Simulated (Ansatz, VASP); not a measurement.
## Two plane-wave programs on Ga2Ge3O

```
CELL_PARAMETERS angstrom
5.00469 0.00000 0.00000
0.00000 5.00469 0.00000
0.00000 0.00000 4.96361
ATOMIC_POSITIONS crystal
Ga 0.50000 0.00000 0.00000
Ga 0.00000 0.50000 0.00000
Ge 0.50000 0.00000 0.50000
Ge 0.00000 0.50000 0.50000
Ge 0.00000 0.00000 0.50000
O 0.00000 0.00000 0.00000
```

Alike in both runs: functional PBE; k mesh 8 × 8 × 8; occupations gaussian, width 0.1 eV; no spin polarisation.

Ansatz relaxed the structure, and its values are those at the end. VASP's run is a single point on that final structure, the one shown.

|  | VASP | Ansatz |
| --- | --- | --- |
| version | VASP 6.6.1 | Ansatz 0.2.0 |
| potentials or method | VASP PAW PBE potentials, release 64 (Ga_d, Ge_d, O), cutoff 520 eV | scalar-relativistic, plane waves, PAW |
| valence electrons in the cell | 74 | 74 |

```csv
,VASP,Ansatz,Ansatz less VASP
gap on the k mesh at the Fermi level (eV),none,none,-
pressure (GPa),0.0,0.0,-0.02
```

A gap of «none» marks a metal or a gap that the smearing closes.
